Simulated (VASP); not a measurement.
GaN: single point with PBE

Crystal: GaN.

```
Ga N
1.0
     0.00000    2.00774    2.83895
     2.00774    0.00000    2.83895
     2.00774    2.00774    0.00000
Ga N
1 1
Direct
  0.00000 0.00000 0.00000
  0.75000 0.75000 0.75000
```

This cell differs from its parent crystal: ratio of the length along z to the lengths across it x 1.414, volume and fractional coordinates fixed.

| Quantity | Value |
| --- | --- |
| Program | VASP 6.6.1 |
| Task | single point |
| Functional | PBE |
| Potentials or basis | VASP PAW PBE potentials, release 64 (Ga_d, N) |
| Cutoff | 520 eV |
| k mesh | 12 × 12 × 12 |
| Occupations | gaussian, width 0.05 eV |
| Spin | no spin polarisation |

```yaml
Pressure: 1.1 GPa
Band_gap_on_the_k_mesh: zero (band 9 reaches 6.36 eV, above the bottom of band 10 at 6.29 eV)
```

Stress tensor (GPa, compression positive):
```
 27.91   0.00   0.00
  0.00  27.91   0.00
  0.00   0.00 -52.58
```

Levels at points of the mesh, in eV from the Fermi level:
| k point | band 6 | band 7 | band 8 | band 9 | band 10 | band 11 | band 12 | band 13 |
| --- | --- | --- | --- | --- | --- | --- | --- | --- |
| (0.00, 0.00, 0.00) | -14.65 | -2.90 | -0.49 | -0.11 | -0.11 | 9.64 | 9.64 | 9.96 |
| (0.50, 0.00, 0.00) | -13.14 | -7.78 | -3.36 | -0.26 | 0.98 | 7.18 | 10.44 | 12.31 |
| (0.50, 0.50, 0.00) | -13.88 | -9.52 | -1.55 | -1.55 | 4.63 | 6.31 | 10.50 | 13.46 |
| (0.50, 0.00, 0.50) | -12.09 | -5.59 | -4.11 | -3.91 | 1.81 | 4.08 | 8.11 | 10.66 |

It took 27 s on 1 thread of Intel(R) Xeon(R) 6975P-C (Granite Rapids), on a shared host, peak memory 0.2 GiB.
